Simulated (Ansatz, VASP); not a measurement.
# InGaN in VASP and in Ansatz

```
In Ga N
1.0
     2.96037    0.00000    0.00000
     0.00000    2.96037    0.00000
     0.00000    0.00000    5.73129
In Ga N
1 1 1
Cartesian
  0.0000 0.0000 2.8656
  1.4802 1.4802 0.0000
  0.0000 0.0000 0.0000
```

Alike in both runs: functional PBE; k mesh 6 × 6 × 4; occupations gaussian, width 0.1 eV; no spin polarisation.

Ansatz relaxed the structure, and its values are those at the end. VASP's run is a single point on that final structure, the one shown.

```csv
,VASP,Ansatz
version,VASP 6.6.1,Ansatz 0.2.0
potentials or method,"VASP PAW PBE potentials, release 64 (In_d, Ga_d, N), cutoff 520 eV","scalar-relativistic, plane waves, PAW"
valence electrons in the cell,31,31
```

VASP gave:

* gap on the k mesh at the Fermi level (eV): none
* pressure (GPa): 0.3

Task: Estimate Ansatz's values.

Result: gap on the k mesh at the Fermi level (eV): none; pressure (GPa): 0.2.

A gap of «none» marks a metal or a gap that the smearing closes.
